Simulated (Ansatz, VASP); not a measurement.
# Tl3O: VASP beside Ansatz

```
CELL_PARAMETERS angstrom
4.53480 0.00000 0.00000
0.00000 4.53480 0.00000
0.00000 0.00000 4.53480
ATOMIC_POSITIONS crystal
Tl 0.00000 0.50000 0.50000
Tl 0.50000 0.00000 0.50000
Tl 0.50000 0.50000 0.00000
O 0.00000 0.00000 0.00000
```

Alike in both runs: functional r2SCAN; k mesh 10 × 10 × 10; occupations gaussian, width 0.1 eV; no spin polarisation.

Ansatz relaxed the structure, and its values are those at the end. VASP's run is a single point on that final structure, the one shown.

|  | VASP | Ansatz |
| --- | --- | --- |
| version | VASP 6.6.1 | Ansatz 0.2.0 |
| potentials or method | VASP PAW PBE potentials, release 64 (Tl_d, O), cutoff 520 eV | scalar-relativistic, plane waves, PAW |
| valence electrons in the cell | 45 | 45 |

```tsv
	VASP	Ansatz	Ansatz less VASP
gap on the k mesh at the Fermi level (eV)	none	none	-
pressure (GPa)	0.0	0.0	+0.01
```

VASP's potentials were made for PBE, not for r2SCAN. A gap of «none» marks a metal or a gap that the smearing closes.

Neither program's run includes spin-orbit coupling.
